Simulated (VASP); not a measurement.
Crystal: Bi.

```
CELL_PARAMETERS angstrom
-1.98143 1.98143 1.98143
1.98143 -1.98143 1.98143
1.98143 1.98143 -1.98143
ATOMIC_POSITIONS crystal
Bi 0.00000 0.00000 0.00000
```

```yaml
Program: VASP 6.6.1
Task: relaxation of cell and atoms
Functional: BLYP
Potentials_or_basis: VASP PAW PBE potentials, release 64 (Bi_d)
Cutoff: 600 eV
k_mesh: 9 × 9 × 9
Occupations: fermi-dirac, width 0.05 eV
Spin: no spin polarisation
```

At the start: pressure 5.2 GPa; volume 31.12 Å³/atom.

How do energy, volume and symmetry change on relaxing?

Over 3 steps the energy falls by 46.8 meV/atom and the volume is 34.30 Å³/atom (+10.2 %); space group Im-3m (No. 229, to 0.05 Å).

Step by step:
| step | energy change (eV) | largest force (eV/Å) | pressure (GPa) | volume (Å³) |
| --- | --- | --- | --- | --- |
| 1 | 0.0000 | 0.0000 | 5.19 | 31.12 |
| 2 | -0.0384 | 0.0000 | -1.65 | 35.88 |
| 3 | -0.0468 | 0.0000 | 0.02 | 34.30 |

Final structure:
```yaml
crystal:
  lattice:
    - [-2.04683, 2.04683, 2.04683]
    - [2.04683, -2.04683, 2.04683]
    - [2.04683, 2.04683, -2.04683]
  atoms:
    - { symbol: Bi, position: [0.00000, 0.00000, 0.00000] }
```

Caveat: the PAW data sets were made with another functional, which shifts forces and pressure a little.
